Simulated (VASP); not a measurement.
CsCl:

```
CELL_PARAMETERS angstrom
4.13683 0.00000 0.00000
0.00000 4.13683 0.00000
0.00000 0.00000 4.13683
ATOMIC_POSITIONS crystal
Cs 0.00000 0.00000 0.00000
Cl 0.50000 0.50000 0.50000
```

Base run:

- Program: VASP 6.6.1
- Functional: PBE0
- Potentials or basis: VASP PAW PBE potentials, release 64 (Cs_sv, Cl)
- Cutoff: 400 eV
- k mesh: 4 × 4 × 4
- Occupations: gaussian, width 0.01 eV
- Spin: no spin polarisation

Its results: band gap on the k mesh 7.26 eV; pressure 0.3 GPa.

Question: After a change of settings the same cell gave: band gap on the k mesh 5.21 eV; pressure 0.8 GPa. Which change was it?
A. functional from PBE0 to PBE; cutoff from 400 eV to 500 eV
B. functional from PBE0 to r2SCAN; cutoff from 400 eV to 550 eV
C. functional from PBE0 to HSE06

Answer: A.

Caveats: spin-orbit coupling is left out, which moves the levels of the heavy elements; the PAW data sets were made with another functional, which shifts forces and pressure a little (at least some runs).
